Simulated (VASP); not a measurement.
Runs of VASP 6.6.1 on MgS. The structure is that of space group Fm-3m (No. 225), or close to it. The cells are those of the table. 

```csv
task,cell,gap on the mesh (eV),pressure (GPa)
relaxation of cell and atoms,"relaxed to 15 GPa from a = 3.748 Å, angles 60.0°, 2 atoms",3.24,15.0
single point,"a = 3.306 Å, angles 60.0°, 2 atoms",3.03,(a)
single point,"a = 3.493 Å, angles 60.0°, 2 atoms",3.24,14.9
relaxation of cell and atoms,"relaxed from a = 3.748 Å, angles 60.0°, 2 atoms",2.95,0.0
relaxation of cell and atoms,"relaxed to 45 GPa from a = 3.748 Å, angles 60.0°, 2 atoms",3.03,45.0
relaxation of cell and atoms,"relaxed to 30 GPa from a = 3.748 Å, angles 60.0°, 2 atoms",3.39,30.0
single point,"a = 3.386 Å, angles 60.0°, 2 atoms",3.39,30.0
single point,"a = 3.664 Å, angles 60.0°, 2 atoms",(b),-0.2
```

Alike in all rows: level PBEsol; potentials or basis VASP PAW PBE potentials, release 64 (Mg, S); no spin polarisation; k mesh 7 × 7 × 7; cutoff (eV) 600; smearing gaussian 0.02 eV.

Problem. Fill in the values left out.

Solution. (a) 45.2; (b) 2.94.

Caveats: the PAW data sets were made with another functional, which shifts forces and pressure a little; an odd mesh through Γ misses points on the zone boundary, where band edges can lie; the cell is relaxed towards a set pressure, so the run minimises the enthalpy, not the energy (at least some runs); the cell stands under pressure (at least some runs).
